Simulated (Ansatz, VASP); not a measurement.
# One calculation of BaZrO3, two programs

```
Ba Zr O
1.0
     4.12125    0.00000    0.00000
     0.00000    4.12125    0.00000
     0.00000    0.00000    4.12125
Ba Zr O
1 1 3
Direct
  0.00000 0.00000 0.00000
  0.50000 0.50000 0.50000
  0.50000 0.50000 0.00000
  0.50000 0.00000 0.50000
  0.00000 0.50000 0.50000
```

Change from the starting cell: hydrostatic strain -2.0%.

Alike in both runs: task single point; functional HSE06; k mesh 4 × 4 × 4; no spin polarisation.

|  | VASP | Ansatz |
| --- | --- | --- |
| version | VASP 6.6.1 | Ansatz 0.2.0 |
| potentials or method | VASP PAW PBE potentials, release 64 (Ba_sv, Zr_sv, O) | plane waves, PAW |
| plane-wave cutoff (eV) | 520 | 420 |
| occupations | gaussian, width 0.01 eV | fixed |
| valence electrons in the cell | 40 | 40 |

```csv
,VASP,Ansatz,Ansatz less VASP
gap on the k mesh at the Fermi level (eV),4.79,4.84,+0.051
pressure (GPa),10.7,9.5,-1.30
```

Ansatz's warnings: stress exchange threshold loose, stress scf threshold loose.

Neither program's run includes spin-orbit coupling.
